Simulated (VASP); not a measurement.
Input of a VASP 6.6.1 run:

The input INCAR:

```
SYSTEM = TiAl
PREC = Accurate
ENCUT = 520
EDIFF = 1E-7
ISMEAR = 0
SIGMA = 0.15
LREAL = .False.
LASPH = .True.
NELM = 60
ALGO = Fast
ISIF = 2
LWAVE = .False.
LCHARG = .True.
LELF = .True.
LVHAR = .True.
NBANDS = 14
```

The input KPOINTS:

```
regular mesh
0
Gamma
  16 16 16
  0 0 0
```

File POSCAR:

```
TiAl
1.0
    3.1503930257      0.0000000000      0.0000000000
    0.0000000000      3.1503930257      0.0000000000
    0.0000000000      0.0000000000      2.9799567631
Ti Al
1 1
Direct
    0.0000000000      0.0000000000      0.0000000000
    0.5000000000      0.5000000000      0.5000000000
```

Potentials or basis: VASP PAW LDA potentials, release 64 (Ti_sv, Al).

Command:

```bash
$ cat potpaw_LDA.64/Ti_sv/POTCAR potpaw_LDA.64/Al/POTCAR > POTCAR
$ mpirun -np 1 vasp_std > vasp.out
```

Q: Predict the band gap on the k mesh.

A: Zero (an odd number of electrons rules out a gap without spin polarisation).

Q: Estimate the pressure.

A: 4.4 GPa.

Stress tensor (GPa, compression positive):
```
5.00 0.00 0.00
0.00 5.00 0.00
0.00 0.00 3.27
```

Caveat: the cell stands under pressure.
